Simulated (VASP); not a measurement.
Wanted: the native input for a VASP 6.6.1 run.

- Task: single point
- Functional: HSE06
- Potentials or basis: VASP PAW PBE potentials, release 64 (B, N)
- Cutoff: 520 eV
- k mesh: 6 × 6 × 6
- Occupations: gaussian, width 0.02 eV
- Spin: no spin polarisation
- Dipole correction: no
- Grid for exact exchange (PRECFOCK): Normal
- Further INCAR settings: ALGO = Normal; EDIFF = 1e-06; NBANDS = 11
- Screening parameter: 0.2079 1/Å

BN (Qingsongite):

```xyz
2
Lattice="0.0000 1.7800 1.7800 1.7800 0.0000 1.7800 1.7800 1.7800 0.0000" Properties=species:S:1:pos:R:3 pbc="T T T"
B     0.0000    0.0000    0.0000
N     0.8900    0.8900    0.8900
```

This cell differs from its parent crystal: volume scaled by 0.97.

One way to write it, as run:

POSCAR

```
BN
1.0
    0.0000000000      1.7800200504      1.7800200504
    1.7800200504      0.0000000000      1.7800200504
    1.7800200504      1.7800200504      0.0000000000
B N
1 1
Direct
    0.0000000000      0.0000000000      0.0000000000
    0.2500000000      0.2500000000      0.2500000000
```

INCAR.step1

```
SYSTEM = BN
PREC = Accurate
ENCUT = 520
EDIFF = 1E-5
ISMEAR = 0
SIGMA = 0.02
LREAL = .False.
LASPH = .True.
NELM = 100
ALGO = Normal
ISIF = 2
LWAVE = .True.
LCHARG = .False.
NBANDS = 11
GGA = PE
```

INCAR.step2

```
SYSTEM = BN
PREC = Accurate
ENCUT = 520
EDIFF = 1E-6
ISMEAR = 0
SIGMA = 0.02
LREAL = .False.
LASPH = .True.
NELM = 100
ALGO = Normal
ISIF = 2
LWAVE = .False.
LCHARG = .False.
GGA = PE
LHFCALC = .True.
HFSCREEN = 0.2079
PRECFOCK = Normal
NBANDS = 11
ISTART = 1
```

KPOINTS

```
Automatic mesh
0
Gamma
  6 6 6
  0 0 0
```

Potentials or basis: VASP PAW PBE potentials, release 64 (B, N).

Command:

```console
$ cat potpaw_PBE.64/B/POTCAR potpaw_PBE.64/N/POTCAR > POTCAR
$ cp INCAR.step1 INCAR
$ mpirun -np 1 vasp_std > vasp.out
$ cp INCAR.step2 INCAR
$ mpirun -np 1 vasp_std > vasp.out
```

It gave:

| Property | Result |
| --- | --- |
| Pressure | 13.6 GPa |
| Band gap on the k mesh | 5.83 eV, indirect (least direct gap 10.79 eV) |

Caveat: the k points lie up to 0.51 Å⁻¹ apart; the PAW data sets were made with another functional, which shifts forces and pressure a little.

Run time: 100 s on 1 thread of AMD EPYC 9R45 96-Core Processor (Zen 5), on a shared host, peak memory 0.19 GiB.
